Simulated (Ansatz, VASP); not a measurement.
Two plane-wave programs on Nb

```xyz
1
Lattice="0.0000 2.1150 2.1573 2.1150 0.0000 2.1573 2.1150 2.1150 0.0000" Properties=species:S:1:pos:R:3 pbc="T T T"
Nb    0.0000    0.0000    0.0000
```

Change from the starting cell: strain +0.0200 x Voigt [0, 0, 1, 0, 0, 0], atoms carried along.

Alike in both runs: task single point; functional PBEsol; k mesh 20 × 20 × 20; occupations gaussian, width 0.15 eV; no spin polarisation.

|  | VASP | Ansatz |
| --- | --- | --- |
| version | VASP 6.6.1 | Ansatz 0.2.0 |
| potentials or method | VASP PAW PBE potentials, release 64 (Nb_sv), cutoff 520 eV | scalar-relativistic, plane waves, PAW |
| valence electrons in the cell | 13 | 13 |

|  | VASP | Ansatz | Ansatz less VASP |
| --- | --- | --- | --- |
| gap on the k mesh at the Fermi level (eV) | none | none | - |
| pressure (GPa) | -10.1 | -9.8 | +0.27 |
| traceless stress, the component that is largest in VASP (GPa) | 3.17 | 3.19 | +0.019 |

VASP's potentials were made for PBE, not for PBEsol. A gap of «none» marks a metal or a gap that the smearing closes. The functional is the same, so the differences come from potentials, cutoffs and numerics.
